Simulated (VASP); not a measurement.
Here is a VASP 6.6.1 calculation.

INCAR

```
SYSTEM = Cr
ALGO = Normal
DIPOL = 0.5 0.5 0.500
EDIFF = 1E-6
ENCUT = 520
GGA = PE
IDIPOL = 3
ISIF = 2
ISMEAR = -1
ISPIN = 2
LASPH = .True.
LCHARG = .True.
LDIPOL = .True.
LELF = .True.
LMAXMIX = 4
LORBIT = 11
LREAL = .False.
LVACPOTAV = .True.
LVHAR = .True.
LWAVE = .False.
MAGMOM = 2 2 2
NBANDS = 29
NELM = 150
PREC = Accurate
SIGMA = 0.1
```

Contents of KPOINTS:

```
k-points
0
Gamma
  14 14 1
  0 0 0
```

The input POSCAR:

```
Cr
1.0
    2.8486260734      0.0000000000      0.0000000000
    0.0000000000      2.8486260734      0.0000000000
    0.0000000000      0.0000000000     18.8486000000
Cr
3
Direct
    0.0000000000      0.0000000000      0.4244340144
    0.5000000000      0.5000000000      0.5000000000
    0.0000000000      0.0000000000      0.5755659856
```

Potentials or basis: VASP PAW PBE potentials, release 64 (Cr_pv).

Run with:

```bash
$ cat potpaw_PBE.64/Cr_pv/POTCAR > POTCAR
$ mpirun -np 1 vasp_std > vasp.out
```

Q: Predict the largest force.

A: 0.325 eV/Å.

Q: What does it give for the site moments?

A: Cr +2.85, -1.84 (each value once) μB.

Q: Estimate the net moment.

A: 4.45 μB per cell.

Forces on the atoms (eV/Å):
```
Cr   0.000  0.000 -0.325
Cr   0.000  0.000  0.000
Cr   0.000  0.000  0.325
```
